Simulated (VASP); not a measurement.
# Si16Ge (a cell with a defect) in VASP: a series of runs

Runs on Si16Ge (a cell with a defect). Level: PBEsol. Tasks: single point.

Program: VASP 6.6.1. These are calculated values, not measurements. Logs are shortened: lines on timing, memory, paths and dates and some standing lists are left out, and cuts for length are marked.

**1. The cell of the first run**

The cell holds a defect, 17 atoms: a = 7.679 Å, b = 7.679 Å, c = 7.679 Å, α = 60.00°, β = 60.00°, γ = 60.00°.

**2. Single point, PBEsol**

Contents of INCAR:

```
SYSTEM = Si16Ge
PREC = Accurate ; ENCUT = 520
EDIFF = 1E-6 ; ISMEAR = 0
SIGMA = 0.02 ; LREAL = Auto
LASPH = .TRUE. ; NELM = 60
ALGO = Normal ; ISIF = 2
LWAVE = .FALSE. ; LCHARG = .TRUE.
GGA = PS ; LELF = .TRUE.
LVHAR = .TRUE. ; NBANDS = 53
```

Contents of KPOINTS:

```
regular mesh
0
G
  2 2 2
  0 0 0
```

Contents of POSCAR:

```
Si16Ge
1.0
    0.0000000000      5.4300000000      5.4300000000
    5.4300000000      0.0000000000      5.4300000000
    5.4300000000      5.4300000000      0.0000000000
Si Ge
16 1
Direct
    0.0340204420     -0.0117826888     -0.0112335175
    0.1293121547      0.1284640884      0.1283898711
   -0.0094197053      0.0093027624      0.4995504604
    0.1288360037      0.1283989871      0.6135562615
   -0.0090613260      0.4996377532      0.0090007366
    0.1292077348      0.6130173112      0.1285252302
   -0.0094079190      0.4997810313      0.4997184162
    0.0901799263      0.6364685083      0.6362845304
    0.5090025783      0.0089110497      0.0080138122
    0.6683477901      0.1101827808      0.1105814917
    0.5088698895      0.0084916206      0.4737116943
    0.6194689687      0.1441363720      0.6178026703
    0.5089389503      0.4734260589      0.0082271639
    0.6196232044      0.6179802947      0.1439488029
    0.4625555249      0.5121995396      0.5122940147
    0.6193975138      0.6179623389      0.6178155617
    0.4297391344      0.8564249540      0.8567809392
```

Potentials or basis: VASP PAW PBE potentials, release 64 (Si, Ge_d).

Started as:

```bash
cat potpaw_PBE.64/Si/POTCAR potpaw_PBE.64/Ge_d/POTCAR > POTCAR
mpirun -np 1 vasp_std > vasp.out
```

OUTCAR:

```text
SYSTEM = Si16Ge
   PREC = Accurate
   ENCUT = 520
   EDIFF = 1E-6
   ISMEAR = 0
   LREAL = Auto
   LASPH = .TRUE.
   NELM = 60
   ISIF = 2
   GGA = PS

 ion  position               nearest neighbor table
   1  0.034  0.988  0.989-  10 2.29   2 2.36   6 2.36   4 2.36  17 2.48
   2  0.129  0.128  0.128-   5 2.33   3 2.33   1 2.36   9 2.38  17 2.96
   3  0.991  0.009  0.500-  12 2.33   2 2.33   4 2.33   8 2.34
   4  0.129  0.128  0.614-   3 2.33   7 2.33   1 2.36  11 2.38  17 2.96
   5  0.991  0.500  0.009-  14 2.33   6 2.33   2 2.33   8 2.34
   6  0.129  0.613  0.129-   5 2.33   7 2.33   1 2.36  13 2.38  17 2.96
   7  0.991  0.500  0.500-  16 2.33   6 2.33   4 2.33   8 2.34
   8  0.090  0.636  0.636-  15 2.33   5 2.34   3 2.34   7 2.34
   9  0.509  0.009  0.008-  10 2.29   2 2.38  17 2.42  12 2.45  14 2.45
  10  0.668  0.110  0.111-  11 2.29   9 2.29  13 2.29   1 2.29
  11  0.509  0.008  0.474-  10 2.29   4 2.38  17 2.42  12 2.45  16 2.45
  12  0.619  0.144  0.618-  15 2.32   3 2.33   9 2.45  11 2.45  17 2.62
  13  0.509  0.473  0.008-  10 2.29   6 2.38  17 2.42  16 2.45  14 2.46
  14  0.620  0.618  0.144-  15 2.32   5 2.33   9 2.45  13 2.46  17 2.62
  15  0.463  0.512  0.512-  12 2.32  16 2.32  14 2.32   8 2.33
  16  0.619  0.618  0.618-  15 2.32   7 2.33  13 2.45  11 2.45  17 2.62
  17  0.430  0.856  0.857-   9 2.42  13 2.42  11 2.42   1 2.48  14 2.62  12 2.62  16 2.62   2 2.96
                             6 2.96   4 2.96

  LATTYP: Found a face centered cubic cell.
 ALAT       =    10.8600000000

  Lattice vectors:

 A1 = (   0.0000000000,   5.4300000000,   5.4300000000)
 A2 = (   5.4300000000,   0.0000000000,   5.4300000000)
 A3 = (   5.4300000000,   5.4300000000,   0.0000000000)

Analysis of symmetry for initial positions (statically):
=====================================================================
 Subroutine PRICEL returns:
 Original cell was already a primitive cell.

 Routine SETGRP: Setting up the symmetry group for a
 face centered cubic supercell.

 Subroutine GETGRP returns: Found  1 space group operations
 (whereof  1 operations were pure point group operations)
 out of a pool of 48 trial point group operations.

The static configuration has the point symmetry C_1 .

Analysis of symmetry for dynamics (positions and initial velocities):
=====================================================================
 Subroutine PRICEL returns:
 Original cell was already a primitive cell.

 Routine SETGRP: Setting up the symmetry group for a
 face centered cubic supercell.

 Subroutine GETGRP returns: Found  1 space group operations
 (whereof  1 operations were pure point group operations)
 out of a pool of 48 trial point group operations.

The dynamic configuration has the point symmetry C_1 .

 Subroutine INISYM returns: Found  1 space group operations
 (whereof  1 operations are pure point group operations),
 and found     1 'primitive' translations

----------------------------------------------------------------------------------------

                                     Primitive cell

  volume of cell :     320.2060

  direct lattice vectors                    reciprocal lattice vectors
     0.000000000  5.430000000  5.430000000    -0.092081031  0.092081031  0.092081031
     5.430000000  0.000000000  5.430000000     0.092081031 -0.092081031  0.092081031
     5.430000000  5.430000000  0.000000000     0.092081031  0.092081031 -0.092081031

  length of vectors
     7.679179644  7.679179644  7.679179644     0.159489025  0.159489025  0.159489025

  position of ions in fractional coordinates (direct lattice)
     0.034020442  0.988217311  0.988766482
     0.129312155  0.128464088  0.128389871
     0.990580295  0.009302762  0.499550460
     0.128836004  0.128398987  0.613556262
     0.990938674  0.499637753  0.009000737
     0.129207735  0.613017311  0.128525230
[... 9 lines left out ...]
     0.619397514  0.617962339  0.617815562
     0.429739134  0.856424954  0.856780939

  ion indices of the primitive-cell ions
   primitive index   ion index
                 1           1
                 2           2
                 3           3
                 4           4
                 5           5
                 6           6
[... 9 lines left out ...]
                16          16
                17          17

----------------------------------------------------------------------------------------

 KPOINTS: regular mesh

Automatic generation of k-mesh.
 Grid dimensions read from file:
 generate k-points for:    2    2    2

 Generating k-lattice:

  Cartesian coordinates                     Fractional coordinates (reciprocal lattice)
    -0.046040516  0.046040516  0.046040516     0.500000000  0.000000000  0.000000000
     0.046040516 -0.046040516  0.046040516     0.000000000  0.500000000  0.000000000
     0.046040516  0.046040516 -0.046040516     0.000000000  0.000000000  0.500000000

  Length of vectors
     0.079744512  0.079744512  0.079744512

  Shift w.r.t. Gamma in fractional coordinates (k-lattice)
     0.000000000  0.000000000  0.000000000

 Subroutine IBZKPT returns following result:
 ===========================================

 Found      8 irreducible k-points:

 Following reciprocal coordinates:
            Coordinates               Weight
  0.000000  0.000000  0.000000      1.000000
  0.500000  0.000000  0.000000      1.000000
  0.000000  0.500000  0.000000      1.000000
  0.000000  0.000000  0.500000      1.000000
  0.500000  0.500000  0.500000      1.000000
  0.500000  0.500000  0.000000      1.000000
  0.000000  0.500000  0.500000      1.000000
  0.500000  0.000000  0.500000      1.000000
   k-points           NKPTS =      8   k-points in BZ     NKDIM =      8   number of bands    NBANDS=     53
   number of dos      NEDOS =    301   number of ions     NIONS =     17
   total plane-waves  NPLWV = 216000
   dimension x,y,z NGX =    60 NGY =   60 NGZ =   60
   dimension x,y,z NGXF=   120 NGYF=  120 NGZF=  120
   ions per type =              16   1
   NGX,Y,Z   is equivalent  to a cutoff of  12.99, 12.99, 12.99 a.u.
   NGXF,Y,Z  is equivalent  to a cutoff of  25.98, 25.98, 25.98 a.u.
 SYSTEM =  Si16Ge
   PREC   = accura    normal or accurate (medium, high low for compatibility)
   ISTART =      0    job   : 0-new  1-cont  2-samecut
   ICHARG =      2    charge: 1-file 2-atom 10-const
   ISPIN  =      1    spin polarized calculation?
   LNONCOLLINEAR =      F non collinear calculations
   LSORBIT =      F    spin-orbit coupling
   LASPH  =      T    aspherical Exc in radial PAW
   ENCUT  =  520.0 eV  38.22 Ry    6.18 a.u.  14.28 14.28 14.28*2*pi/ulx,y,z
   NELM   =     60;   NELMIN=  2; NELMDL= -5     # of ELM steps
   EDIFF  = 0.1E-05   stopping-criterion for ELM
   LREAL  =      T    real-space projection
   EDIFFG = 0.1E-04   stopping-criterion for IOM
   NSW    =      0    number of steps for IOM
   IBRION =     -1    ionic relax: 0-MD 1-quasi-New 2-CG
   NFREE  =      0    steps in history (QN), initial steepest desc. (CG)
   ISIF   =      2    stress and relaxation
   ISYM   =      2    0-nonsym 1-usesym 2-fastsym
   POTIM  = 0.5000    time-step for ionic-motion
   TEBEG  =    0.0;   TEEND  =   0.0 temperature during run
   PSTRESS=    0.0 pullay stress
   NELECT =      78.0000    total number of electrons
   NUPDOWN=      -1.0000    fix difference up-down
   EMIN   =  10.00;   EMAX   =-10.00  energy-range for DOS
   EFERMI =   0.00;   METHOD = LEGACY
   ISMEAR =     0;   SIGMA  =   0.02  broadening in eV -4-tet -1-fermi 0-gaus
   EFERMI_NEDOS =   21; number of points for ismear=-14 and -15
   IALGO  =     38    algorithm
   IMIX   =      4    mixing-type and parameters
     AMIX     =   0.40;   BMIX     =  1.00
     AMIX_MAG =   1.60;   BMIX_MAG =  1.00
  volume/ion in A,a.u.               =      18.84       127.11
  Fermi-wavevector in a.u.,A,eV,Ry     =   1.022421  1.932096 14.222785  1.045345
  Thomas-Fermi vector in A             =   2.156100
   LORBIT       =      0    0 simple, 1 ext, 2 COOP (PROOUT), +10 PAW based schemes
   GGA     = PS    functional components
   LHFCALC =     F    Hartree Fock is set to
   AEXX    =    0.0000 exact exchange contribution
   IVDW    =     0    specifies the selected vdW correction
   LEPSILON=     F    determine dielectric tensor
   LRPA    =     F    only Hartree local field effects (RPA)
 non-spin polarized calculation
 Gauss-broadening in eV      SIGMA  =   0.02
  energy-cutoff  :      520.00
  volume of cell :      320.21
 maximum number of plane-waves:      8646
 NGX is ok and might be reduce to    60
   NGX = 29   NGY = 29   NGZ = 29

 number of electron      78.0000002 magnetization

 Free energy of the ion-electron system (eV)
  ---------------------------------------------------
  ext. energy  EPLUGINS =         0.00000000
  ---------------------------------------------------
  free energy    TOTEN  =       -92.63808522 eV

  energy without entropy =      -92.63486088  energy(sigma->0) =      -92.63647305

 E-fermi :   6.8051     XC(G=0):  -9.8929

 val. band max:        6.8030243499   @ k =   0.0000   0.0000   0.0000
 cond. band min:       6.8092447993   @ k =   0.0000   0.0000   0.0000
 fundamental gap:      0.0062204493
 Fermi energy:         6.8051328161

 k-point     1 :       0.0000    0.0000    0.0000
  band No.  band energies     occupation
      1     -18.2570      2.00000
      2     -18.2564      2.00000
      3     -18.2563      2.00000
      4     -18.2393      2.00000
      5     -18.2392      2.00000
      6      -6.5708      2.00000
[... 43 lines left out ...]
     50       8.1228      0.00000
     51       8.8392      0.00000

 k-point     2 :       0.5000    0.0000    0.0000
  band No.  band energies     occupation
      1     -18.2570      2.00000
      2     -18.2564      2.00000
      3     -18.2563      2.00000
      4     -18.2394      2.00000
      5     -18.2392      2.00000
      6      -6.2515      2.00000
[... 316 lines left out ...]
 k-point     8 :       0.5000    0.0000    0.5000
  band No.  band energies     occupation
      1     -18.2570      2.00000
      2     -18.2564      2.00000
      3     -18.2563      2.00000
      4     -18.2393      2.00000
      5     -18.2392      2.00000
      6      -6.1247      2.00000
[... 43 lines left out ...]
     50      10.2097      0.00000
     51      10.3357      0.00000
 [bands above 51 left out]

------------------------ aborting loop because EDIFF is reached ----------------------------------------

  FORCE on cell =-STRESS in cart. coord.  units (eV):
  Direction    XX          YY          ZZ          XY          YZ          ZX
  --------------------------------------------------------------------------------------
  -------------------------------------------------------------------------------------
  Total        8.6207722      8.4963940      8.6447420      0.4602205     -0.4468982      0.3791967
  in kB       43.1347483     42.5124114     43.2546828      2.3027514     -2.2360920      1.8973419
  external PRESSURE =      42.9672808 kB  Pullay stress =       0.0000000 kB

 VOLUME and BASIS-vectors are now :
 -----------------------------------------------------------------------------
  energy-cutoff  :      520.00
  volume of cell :      320.21
      direct lattice vectors                 reciprocal lattice vectors
     0.000000000  5.430000000  5.430000000    -0.092081031  0.092081031  0.092081031
     5.430000000  0.000000000  5.430000000     0.092081031 -0.092081031  0.092081031
     5.430000000  5.430000000  0.000000000     0.092081031  0.092081031 -0.092081031

 POSITION                                       TOTAL-FORCE (eV/Angst)
 -----------------------------------------------------------------------------------
     10.73502      5.55373      5.55075         0.090894     -0.092677     -0.095157
      1.39472      1.39932      1.39973        -0.021512     -0.009200     -0.007631
      2.76307      8.09141      5.42937        -0.031795      0.035485      0.015510
      4.02882      4.03119      1.39679         0.011042      0.024059     -0.007096
      2.76191      5.42967      8.09383        -0.031324      0.016672      0.037140
      4.02658      1.39949      4.03028         0.006727     -0.005084      0.024714
[... 9 lines left out ...]
      6.71027      6.71807      6.71886        -0.006245      0.039652      0.039681
      9.30271      6.98580      6.98387         0.183013     -0.187725     -0.190945
 -----------------------------------------------------------------------------------
    total drift:                                0.001642      0.002467     -0.004994

  FREE ENERGIE OF THE ION-ELECTRON SYSTEM (eV)
  ---------------------------------------------------
  free  energy   TOTEN  =       -92.6380852202 eV

  energy  without entropy=      -92.6348608822  energy(sigma->0) =      -92.63647305
```

Wall time 1.9 min (1 thread of Intel Xeon 6975P-C (Granite Rapids), shared host); peak memory 0.5 GiB.

What came out:

- Free energy: -92.6381 eV
- Pressure: 4.3 GPa
- Largest force: 0.324 eV/Å
- Band gap on the k mesh: zero (band 39 reaches 6.84 eV, above the bottom of band 40 at 6.62 eV)

Forces on the atoms (eV/Å):
```
Si   0.091 -0.093 -0.095
Si  -0.022 -0.009 -0.008
Si  -0.032  0.035  0.016
Si   0.011  0.024 -0.007
Si  -0.031  0.017  0.037
Si   0.007 -0.005  0.025
Si  -0.018  0.030  0.033
Si  -0.071  0.066  0.066
Si  -0.074 -0.016 -0.016
Si   0.061 -0.056 -0.056
Si   0.017  0.077 -0.019
Si  -0.038  0.035  0.009
Si   0.015 -0.020  0.074
Si  -0.041  0.007  0.036
Si  -0.053  0.055  0.056
Si  -0.006  0.040  0.040
Ge   0.183 -0.188 -0.191
```

Levels at points of the mesh, in eV from the Fermi level:
```tsv
k point	band 37	band 38	band 39	band 40	band 41	band 42
(0.00, 0.00, 0.00)	-0.67	-0.66	-0.43	-0.19	-0.19	0.00
(0.50, 0.00, 0.00)	-1.37	-1.37	-0.35	0.37	0.38	1.03
(0.00, 0.50, 0.00)	-1.42	-1.27	-0.23	0.28	0.68	0.76
(0.00, 0.00, 0.50)	-1.42	-1.27	-0.23	0.28	0.68	0.76
(0.50, 0.50, 0.50)	-1.43	-1.27	-0.23	0.28	0.68	0.76
(0.50, 0.50, 0.00)	-1.80	-1.19	0.03	0.60	1.06	1.16
(0.00, 0.50, 0.50)	-1.80	-1.19	0.03	0.60	1.06	1.16
(0.50, 0.00, 0.50)	-1.81	-1.19	0.03	0.60	1.06	1.16
```

Caveat: the k points lie up to 0.50 Å⁻¹ apart; the PAW data sets were made with another functional, which shifts forces and pressure a little.

**3. Single point, PBEsol**

Contents of INCAR:

```
PREC = Accurate
ENCUT = 520
EDIFF = 1E-6
ISMEAR = 0
SIGMA = 0.02
LREAL = Auto
LASPH = T
NELM = 80
ALGO = Normal
ISIF = 2
LWAVE = F
LCHARG = F
GGA = PS
NBANDS = 53
```

Contents of KPOINTS:

```
regular mesh
0
Gamma
  2 2 2
```

Contents of POSCAR:

```
Si16Ge
1.0
    0.0000000000      5.4300000000      5.4300000000
    5.4300000000      0.0000000000      5.4300000000
    5.4300000000      5.4300000000      0.0000000000
Si Ge
16 1
Direct
    0.0753823204     -0.0254123389     -0.0253865562
    0.1323015654      0.1302104052      0.1299579190
   -0.0166007366      0.0142051565      0.5007057090
    0.1321679558      0.1301639042      0.6067508287
   -0.0166268877      0.5009441989      0.0141497238
    0.1321752302      0.6067437385      0.1302923573
   -0.0167633517      0.5009095764      0.5010283610
    0.0661430018      0.6444376611      0.6443785451
    0.5065941989      0.0173724678      0.0168186924
    0.6969232965      0.1008139042      0.1008181400
    0.5064955801      0.0171186004      0.4585721915
    0.6110730203      0.1517514733      0.6180623389
    0.5064965930      0.4585536832      0.0173045120
    0.6110472376      0.6184814917      0.1516744936
    0.4407227440      0.5195732044      0.5195043278
    0.6109123389      0.6182825046      0.6184519337
    0.5113748619      0.8293360037      0.8293500000
```

Potentials or basis: VASP PAW PBE potentials, release 64 (Si, Ge_d).

Started as:

```bash
cat potpaw_PBE.64/Si/POTCAR potpaw_PBE.64/Ge_d/POTCAR > POTCAR
mpirun -np 1 vasp_std > vasp.out
```

Wall time 2.4 min (1 thread of Intel Xeon 6975P-C (Granite Rapids), shared host); peak memory 0.49 GiB.

The run converged. Its results:

* Free energy: -92.4635 eV
* Pressure: 3.4 GPa
* Largest force: 0.142 eV/Å
* Band gap on the k mesh: zero (band 39 reaches 6.61 eV, above the bottom of band 40 at 6.58 eV)

Forces on the atoms (eV/Å):
```
Si  -0.019  0.023  0.026
Si   0.009  0.005  0.004
Si   0.000  0.002 -0.006
Si  -0.006 -0.009  0.006
Si  -0.001 -0.007  0.002
Si  -0.007  0.005 -0.008
Si   0.006  0.002  0.001
Si  -0.019  0.020  0.019
Si   0.016  0.016  0.014
Si  -0.026  0.027  0.027
Si  -0.014 -0.018  0.013
Si  -0.007  0.008 -0.040
Si  -0.013  0.013 -0.016
Si  -0.009 -0.040  0.007
Si  -0.028  0.026  0.027
Si   0.040  0.009  0.009
Ge   0.079 -0.082 -0.084
```

Stress tensor (GPa, compression positive):
```
 3.43  0.91  0.91
 0.91  3.43 -0.91
 0.91 -0.91  3.43
```

Levels at points of the mesh, in eV from the Fermi level:
```csv
k point,band 36,band 37,band 38,band 39,band 40,band 41,band 42,band 43
"(0.00, 0.00, 0.00)",-1.01,-0.46,-0.44,-0.44,-0.02,-0.02,0.30,0.30
"(0.50, 0.00, 0.00)",-1.18,-1.08,-1.08,-0.18,0.47,0.47,1.22,1.29
"(0.00, 0.50, 0.00)",-1.29,-1.22,-0.77,-0.19,0.28,0.79,0.93,1.10
"(0.00, 0.00, 0.50)",-1.29,-1.22,-0.77,-0.19,0.28,0.79,0.93,1.10
"(0.50, 0.50, 0.50)",-1.29,-1.22,-0.77,-0.19,0.28,0.79,0.93,1.10
"(0.50, 0.50, 0.00)",-1.69,-1.57,-0.73,0.00,0.48,1.38,1.51,1.80
"(0.00, 0.50, 0.50)",-1.69,-1.57,-0.73,0.00,0.48,1.38,1.51,1.80
"(0.50, 0.00, 0.50)",-1.69,-1.57,-0.73,0.00,0.48,1.38,1.51,1.80
```

Caveat: the k points lie up to 0.50 Å⁻¹ apart; the PAW data sets were made with another functional, which shifts forces and pressure a little.
